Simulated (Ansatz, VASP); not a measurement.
**Two plane-wave programs on Mn**

```
Mn
1.0
     0.00000    1.97634    1.97634
     1.97634    0.00000    1.97634
     1.97634    1.97634    0.00000
Mn
1
Direct
  0.00000 0.00000 0.00000
```

Alike in both runs: functional r2SCAN; k mesh 18 × 18 × 18; occupations gaussian, width 0.1 eV; collinear spin.

Ansatz relaxed the structure, and its values are those at the end. VASP's run is a single point on that final structure, the one shown.

|  | VASP | Ansatz |
| --- | --- | --- |
| version | VASP 6.6.1 | Ansatz 0.2.0 |
| potentials or method | VASP PAW PBE potentials, release 64 (Mn_pv), cutoff 520 eV | scalar-relativistic, plane waves, PAW |
| valence electrons in the cell | 13 | 15 |

|  | VASP | Ansatz | Ansatz less VASP |
| --- | --- | --- | --- |
| gap on the k mesh at the Fermi level (eV) | none | none | - |
| pressure (GPa) | 0.2 | 0.0 | -0.20 |
| net moment per atom (μB) | 3.83 | 3.82 | -0.004 |
| size of the moment on the site where the two differ most (μB) | 3.75 | 3.80 | +0.042 |

VASP's potentials were made for PBE, not for r2SCAN. Site moments also hang on the region over which each program counts them. A gap of «none» marks a metal or a gap that the smearing closes. VASP's potentials hold 13 valence electrons a cell and Ansatz's 15, so a difference there can come from the potentials and not from the codes.
